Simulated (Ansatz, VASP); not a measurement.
**Al3Cu2 in VASP and in Ansatz**

```
CELL_PARAMETERS angstrom
4.09859 0.00000 0.00000
-2.04929 3.54948 0.00000
0.00000 0.00000 4.98210
ATOMIC_POSITIONS crystal
Al 0.00000 0.00000 0.00000
Al 0.34742 0.69484 0.35151
Al 0.66667 0.33333 0.64849
Cu 0.33333 0.66667 0.84229
Cu 0.66667 0.33333 0.15771
```

Alike in both runs: task single point; functional PBEsol; k mesh 12 × 12 × 10; occupations gaussian, width 0.15 eV; no spin polarisation.

|  | VASP | Ansatz |
| --- | --- | --- |
| version | VASP 6.6.1 | Ansatz 0.2.0 |
| potentials or method | VASP PAW PBE potentials, release 64 (Al, Cu), cutoff 520 eV | scalar-relativistic, plane waves, PAW |
| valence electrons in the cell | 31 | 47 |

```tsv
	VASP	Ansatz	Ansatz less VASP
gap on the k mesh at the Fermi level (eV)	none	none	-
pressure (GPa)	0.0	0.2	+0.14
traceless stress, the component that is largest in VASP (GPa)	-1.04	-1.01	+0.028
rms of the force components (eV/Å)	0.169	0.169	-0.0004
```

VASP's potentials were made for PBE, not for PBEsol. Atom by atom the forces differ by 0.002 eV/Å (rms over components). A gap of «none» marks a metal or a gap that the smearing closes. The functional is the same, so the differences come from potentials, cutoffs and numerics. VASP's potentials hold 31 valence electrons a cell and Ansatz's 47, so a difference there can come from the potentials and not from the codes.
